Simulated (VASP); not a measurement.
# CdSi2Te4 (I-4) in VASP: further runs, part 2 of 2

VASP 6.6.1.

**4. Single point, PBEsol**

File INCAR:

```
SYSTEM = CdSi2Te4
PREC = Accurate
ENCUT = 520
EDIFF = 1E-7
ISMEAR = -1
SIGMA = 0.1
LREAL = .FALSE.
LASPH = .TRUE.
NELM = 60
ALGO = Normal
ISIF = 2
LWAVE = .FALSE.
LCHARG = .TRUE.
GGA = PS
LELF = .TRUE.
LVHAR = .TRUE.
NBANDS = 31
```

File KPOINTS:

```
Automatic mesh
0
G
  4 4 4
  0 0 0
```

File POSCAR:

```
CdSi2Te4
1.0
    0.0000000000      5.9423180000      0.0000000000
    5.9423180000      0.0000000000      0.0000000000
    2.9711590000      2.9711590000     -5.9380080000
Cd Si Te
1 2 4
Direct
    0.0000000000      0.0000000000      0.0000000000
    0.5000000000      0.5000000000      0.0000000000
    0.7500000000      0.2500000000      0.5000000000
    0.3700000000      0.3900000000      0.7400000000
    0.6100000000      0.1100000000      0.2600000000
    0.8900000000      0.8700000000      0.7400000000
    0.1300000000      0.6300000000      0.2600000000
```

Potentials or basis: VASP PAW PBE potentials, release 64 (Cd, Si, Te).

Command:

```
$ cat potpaw_PBE.64/Cd/POTCAR potpaw_PBE.64/Si/POTCAR potpaw_PBE.64/Te/POTCAR > POTCAR
$ mpirun -np 1 vasp_std > vasp.out
```

OUTCAR:

```text
SYSTEM = CdSi2Te4
   PREC = Accurate
   ENCUT = 520
   EDIFF = 1E-7
   ISMEAR = -1
   LREAL = .FALSE.
   LASPH = .TRUE.
   NELM = 60
   ISIF = 2
   GGA = PS

 ion  position               nearest neighbor table
   1  0.000  0.000  0.000-   4 2.61   5 2.61   6 2.61   7 2.61
   2  0.500  0.500  0.000-   4 2.61   5 2.61   6 2.61   7 2.61
   3  0.750  0.250  0.500-   4 2.61   5 2.61   6 2.61   7 2.61
   4  0.370  0.390  0.740-   1 2.61   2 2.61   3 2.61
   5  0.610  0.110  0.260-   1 2.61   2 2.61   3 2.61
   6  0.890  0.870  0.740-   1 2.61   2 2.61   3 2.61
   7  0.130  0.630  0.260-   1 2.61   2 2.61   3 2.61

  LATTYP: Found a body centered tetragonal cell.
 ALAT       =     5.9423180000
 C/A-ratio  =     1.9985493876

  Lattice vectors:

 A1 = (  -2.9711590000,   2.9711590000,   5.9380080000)
 A2 = (   2.9711590000,  -2.9711590000,   5.9380080000)
 A3 = (   2.9711590000,   2.9711590000,  -5.9380080000)

Analysis of symmetry for initial positions (statically):
=====================================================================
 Subroutine PRICEL returns:
 Original cell was already a primitive cell.

 Routine SETGRP: Setting up the symmetry group for a
 body centered tetragonal supercell.

 Subroutine GETGRP returns: Found  4 space group operations
 (whereof  4 operations were pure point group operations)
 out of a pool of 16 trial point group operations.

The static configuration has the point symmetry S_4 .

Analysis of symmetry for dynamics (positions and initial velocities):
=====================================================================
 Subroutine PRICEL returns:
 Original cell was already a primitive cell.

 Routine SETGRP: Setting up the symmetry group for a
 body centered tetragonal supercell.

 Subroutine GETGRP returns: Found  4 space group operations
 (whereof  4 operations were pure point group operations)
 out of a pool of 16 trial point group operations.

The dynamic configuration has the point symmetry S_4 .

 Subroutine INISYM returns: Found  4 space group operations
 (whereof  4 operations are pure point group operations),
 and found     1 'primitive' translations

----------------------------------------------------------------------------------------

                                     Primitive cell

  volume of cell :     209.6779

  direct lattice vectors                    reciprocal lattice vectors
     0.000000000  5.942318000  0.000000000     0.000000000  0.168284498  0.084203322
     5.942318000  0.000000000  0.000000000     0.168284498  0.000000000  0.084203322
     2.971159000  2.971159000 -5.938008000     0.000000000  0.000000000 -0.168406644

  length of vectors
     5.942318000  5.942318000  7.274304820     0.188175109  0.188175109  0.168406644

  position of ions in fractional coordinates (direct lattice)
     0.000000000  0.000000000  0.000000000
     0.500000000  0.500000000  0.000000000
     0.750000000  0.250000000  0.500000000
     0.370000000  0.390000000  0.740000000
     0.610000000  0.110000000  0.260000000
     0.890000000  0.870000000  0.740000000
     0.130000000  0.630000000  0.260000000

  ion indices of the primitive-cell ions
   primitive index   ion index
[... 41 lines left out ...]
 -0.250000  0.500000  0.000000      8.000000
 -0.250000  0.250000  0.000000      4.000000
  0.500000  0.500000  0.000000      2.000000
  0.000000  0.000000  0.250000      2.000000
  0.500000  0.000000  0.250000      4.000000
 -0.250000  0.000000  0.250000      8.000000
  0.500000  0.500000  0.250000      2.000000
 -0.250000 -0.250000  0.250000      4.000000
  0.000000  0.000000  0.500000      1.000000
   k-points           NKPTS =     14   k-points in BZ     NKDIM =     14   number of bands    NBANDS=     31
   number of dos      NEDOS =    301   number of ions     NIONS =      7
   total plane-waves  NPLWV = 124416
   dimension x,y,z NGX =    48 NGY =   48 NGZ =   54
   dimension x,y,z NGXF=    96 NGYF=   96 NGZF=  108
   ions per type =               1   2   4
   NGX,Y,Z   is equivalent  to a cutoff of  13.43, 13.43, 12.34 a.u.
   NGXF,Y,Z  is equivalent  to a cutoff of  26.86, 26.86, 24.68 a.u.
 SYSTEM =  CdSi2Te4
   PREC   = accura    normal or accurate (medium, high low for compatibility)
   ISTART =      0    job   : 0-new  1-cont  2-samecut
   ICHARG =      2    charge: 1-file 2-atom 10-const
   ISPIN  =      1    spin polarized calculation?
   LNONCOLLINEAR =      F non collinear calculations
   LSORBIT =      F    spin-orbit coupling
   LASPH  =      T    aspherical Exc in radial PAW
   ENCUT  =  520.0 eV  38.22 Ry    6.18 a.u.  11.05 11.05 13.53*2*pi/ulx,y,z
   NELM   =     60;   NELMIN=  2; NELMDL= -5     # of ELM steps
   EDIFF  = 0.1E-06   stopping-criterion for ELM
   LREAL  =      F    real-space projection
   EDIFFG = 0.1E-05   stopping-criterion for IOM
   NSW    =      0    number of steps for IOM
   IBRION =     -1    ionic relax: 0-MD 1-quasi-New 2-CG
   NFREE  =      0    steps in history (QN), initial steepest desc. (CG)
   ISIF   =      2    stress and relaxation
   ISYM   =      2    0-nonsym 1-usesym 2-fastsym
   POTIM  = 0.5000    time-step for ionic-motion
   TEBEG  =    0.0;   TEEND  =   0.0 temperature during run
   PSTRESS=    0.0 pullay stress
   NELECT =      44.0000    total number of electrons
   NUPDOWN=      -1.0000    fix difference up-down
   EMIN   =  10.00;   EMAX   =-10.00  energy-range for DOS
   EFERMI =   0.00;   METHOD = LEGACY
   ISMEAR =    -1;   SIGMA  =   0.10  broadening in eV -4-tet -1-fermi 0-gaus
   EFERMI_NEDOS =   21; number of points for ismear=-14 and -15
   IALGO  =     38    algorithm
   IMIX   =      4    mixing-type and parameters
     AMIX     =   0.40;   BMIX     =  1.00
     AMIX_MAG =   1.60;   BMIX_MAG =  1.00
  volume/ion in A,a.u.               =      29.95       202.14
  Fermi-wavevector in a.u.,A,eV,Ry     =   0.972840  1.838402 12.876801  0.946418
  Thomas-Fermi vector in A             =   2.103171
   LORBIT       =      0    0 simple, 1 ext, 2 COOP (PROOUT), +10 PAW based schemes
   GGA     = PS    functional components
   LHFCALC =     F    Hartree Fock is set to
   AEXX    =    0.0000 exact exchange contribution
   IVDW    =     0    specifies the selected vdW correction
   LEPSILON=     F    determine dielectric tensor
   LRPA    =     F    only Hartree local field effects (RPA)
 non-spin polarized calculation
  energy-cutoff  :      520.00
  volume of cell :      209.68
 maximum number of plane-waves:      5671
 NGX is ok and might be reduce to    48

 number of electron      44.0000005 magnetization

 Free energy of the ion-electron system (eV)
  ---------------------------------------------------
  ext. energy  EPLUGINS =         0.00000000
  ---------------------------------------------------
  free energy    TOTEN  =       -25.32517670 eV

  energy without entropy =      -25.14813617  energy(sigma->0) =      -25.23665644

 E-fermi :   5.6551     XC(G=0):  -9.1293

 val. band max:        5.6476544181   @ k =   0.5000   0.2500   0.0000
 cond. band min:       5.6692802847   @ k =   0.0000   0.0000   0.0000
 fundamental gap:      0.0216258666
 Fermi energy:         5.6551387179

 k-point     1 :       0.0000    0.0000    0.0000
  band No.  band energies     occupation
      1      -8.1874      2.00000
      2      -6.6075      2.00000
      3      -6.6075      2.00000
      4      -6.5960      2.00000
      5      -4.3307      2.00000
      6      -4.2221      2.00000
[... 465 lines left out ...]
     30       9.4858      0.00000
     31       9.4858      0.00000

------------------------ aborting loop because EDIFF is reached ----------------------------------------

  FORCE on cell =-STRESS in cart. coord.  units (eV):
  Direction    XX          YY          ZZ          XY          YZ          ZX
  --------------------------------------------------------------------------------------
  -------------------------------------------------------------------------------------
  Total        6.8450754      6.8450754      7.7318871     -0.0000002      0.0000000      0.0000000
  in kB       52.3041638     52.3041638     59.0804139     -0.0000014      0.0000000      0.0000000
  external PRESSURE =      54.5629138 kB  Pullay stress =       0.0000000 kB

 VOLUME and BASIS-vectors are now :
 -----------------------------------------------------------------------------
  energy-cutoff  :      520.00
  volume of cell :      209.68
      direct lattice vectors                 reciprocal lattice vectors
     0.000000000  5.942318000  0.000000000     0.000000000  0.168284498  0.084203322
     5.942318000  0.000000000  0.000000000     0.168284498  0.000000000  0.084203322
     2.971159000  2.971159000 -5.938008000     0.000000000  0.000000000 -0.168406644

 POSITION                                       TOTAL-FORCE (eV/Angst)
 -----------------------------------------------------------------------------------
      0.00000      0.00000      0.00000        -0.000000      0.000000      0.000000
      2.97116      2.97116      0.00000         0.000000      0.000000      0.000000
      2.97116      5.94232     -2.96900        -0.000000      0.000000      0.000000
      4.51616      4.39732     -4.39413         1.073103      0.394010      1.170207
      1.42616      4.39732     -1.54388         0.394010     -1.073103     -1.170207
      7.36847      7.48732     -4.39413        -1.073103     -0.394010      1.170207
      4.51616      1.54500     -1.54388        -0.394010      1.073103     -1.170207
 -----------------------------------------------------------------------------------
    total drift:                               -0.000001     -0.000001      0.000002

  FREE ENERGIE OF THE ION-ELECTRON SYSTEM (eV)
  ---------------------------------------------------
  free  energy   TOTEN  =       -25.3251767027 eV

  energy  without entropy=      -25.1481361730  energy(sigma->0) =      -25.23665644
```

It took 1.9 min on 1 thread of Intel Xeon Platinum 8259CL at 2.50GHz (Skylake/Cascade Lake), shared host; peak memory 0.38 GiB.

Results:

```yaml
Free_energy: -25.3252 eV
Pressure: 5.5 GPa
Largest_force: 1.636 eV/Å
Band_gap_on_the_k_mesh: zero (bands 22 and 23 overlap by 0.99 eV)
```

Forces on the atoms (eV/Å):
```
Cd   0.000  0.000  0.000
Si   0.000  0.000  0.000
Si   0.000  0.000  0.000
Te   1.073  0.394  1.170
Te   0.394 -1.073 -1.170
Te  -1.073 -0.394  1.170
Te  -0.394  1.073 -1.170
```

Stress tensor (GPa, compression positive):
```
5.23 0.00 0.00
0.00 5.23 0.00
0.00 0.00 5.91
```

Levels at points of the mesh, in eV from the Fermi level:
| k point | band 18 | band 19 | band 20 | band 21 | band 22 | band 23 | band 24 | band 25 | band 26 | band 27 |
| --- | --- | --- | --- | --- | --- | --- | --- | --- | --- | --- |
| (0.00, 0.00, 0.00) | -3.59 | -1.62 | -1.56 | -1.56 | -0.59 | 0.01 | 0.14 | 1.24 | 1.24 | 1.37 |
| (0.50, 0.00, 0.00) | -3.43 | -2.96 | -2.81 | -2.16 | 0.34 | 0.49 | 0.86 | 1.96 | 2.19 | 2.41 |
| (0.50, 0.50, 0.00) | -2.73 | -2.22 | -2.15 | -1.92 | -0.65 | -0.48 | 1.13 | 1.60 | 1.94 | 2.06 |
| (0.00, 0.00, 0.50) | -3.27 | -3.27 | -2.36 | -2.36 | -0.65 | -0.65 | 0.10 | 0.10 | 0.92 | 1.12 |

Caveat: the cell stands under pressure; the PAW data sets were made with another functional, which shifts forces and pressure a little; spin-orbit coupling is left out, which moves the levels of the heavy elements.

**5. The runs side by side**

| level | smearing | gap on the mesh (eV) | pressure (GPa) | largest force (eV/Å) |
| --- | --- | --- | --- | --- |
| PBE | fermi-dirac 0.1 eV | none | 7.9 | 1.80 |
| PBE | tetrahedron | none | 7.9 | 1.79 |
| PBEsol | fermi-dirac 0.1 eV | none | 5.5 | 1.64 |

Alike in all rows: task single point; potentials or basis VASP PAW PBE potentials, release 64 (Cd, Si, Te); no spin polarisation; cell as given; k mesh 4 × 4 × 4; cutoff (eV) 520.

The pressure there spans 5.5 GPa (PBEsol) to 7.9 GPa (PBE); a positive pressure means that this level wants a larger cell, a negative one a smaller.

Caveats: the cell stands under pressure; spin-orbit coupling is left out, which moves the levels of the heavy elements; forces of over 1 eV/Å act on the atoms, so gaps and moduli don't describe the material at rest (at least some runs); the PAW data sets were made with another functional, which shifts forces and pressure a little (at least some runs).

Total energies depend on the potentials used, so only differences within one code and one set of settings carry meaning.

The gap in the log of VASP goes by the Fermi energy; the results here count the filled bands.